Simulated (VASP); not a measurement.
Runs of VASP 6.6.1 on Hf. The structure is that of space group P6/mmm (No. 191), or close to it. The cells are those of the table. 

```tsv
task	cell	cutoff (eV)	gap on the mesh (eV)	pressure (GPa)
single point	a = 2.647, b = 2.647, c = 2.576 Å, angles 90.0, 90.0, 120.0°, 1 atom	520	none	72.5
relaxation of cell and atoms	relaxed to 74 GPa from a = 2.680, b = 2.680, c = 2.519 Å, angles 90.0, 90.0, 120.0°, 1 atom	600	none	74.0
single point	a = 2.648, b = 2.648, c = 2.576 Å, angles 90.0, 90.0, 120.0°, 1 atom	520	none	(a)
relaxation of cell and atoms	relaxed to 74 GPa from a = 2.647, b = 2.647, c = 2.576 Å, angles 90.0, 90.0, 120.0°, 1 atom	600	none	74.0
```

Alike in all rows: level PBE; potentials or basis VASP PAW PBE potentials, release 64 (Hf_pv); no spin polarisation; k mesh 16 × 16 × 15; smearing fermi-dirac 0.05 eV.

**Question.** Estimate the missing entries.

**Answer.** (a) 72.4.

Caveats: spin-orbit coupling is left out, which moves the levels of the heavy elements; the cell is relaxed towards a set pressure, so the enthalpy falls and the energy may rise (some runs).

A k mesh can miss the band edges, and the runs leave out spin-orbit coupling on Hf.

A gap of «none» marks levels without a gap at the run's occupations.
